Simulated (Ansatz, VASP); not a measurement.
**Te: VASP beside Ansatz**

```
Te
1.0
     4.45400    0.00000    0.00000
    -2.22700    3.85728    0.00000
     0.00000    0.00000    5.92400
Te
3
Direct
  0.26900 0.00000 0.33333
  0.00000 0.26900 0.66667
  0.73100 0.73100 0.00000
```

Alike in both runs: task relaxation of cell and atoms; functional r2SCAN; k mesh 5 × 5 × 3; occupations fermi-dirac, width 0.05 eV; no spin polarisation.

|  | VASP | Ansatz |
| --- | --- | --- |
| version | VASP 6.6.1 | Ansatz 0.2.0 |
| potentials or method | VASP PAW PBE potentials, release 64 (Te), cutoff 600 eV | plane waves (500 eV) with PAW, scalar-relativistic |
| valence electrons in the cell | 18 | 48 |

Ansatz gave:

```
relaxed volume (Å³/atom)                                        : 36.47
relaxed length of the cell vector where the two differ most in proportion (Å) : 4.632
```

Task: Which values does VASP return?

Result: Relaxed volume (Å³/atom): 36.26; relaxed length of the cell vector where the two differ most in proportion (Å): 4.616.

VASP's potentials were made for PBE, not for r2SCAN. VASP's potentials hold 18 valence electrons a cell and Ansatz's 48, so a difference there can come from the potentials and not from the codes.

Spin-orbit coupling is off throughout.
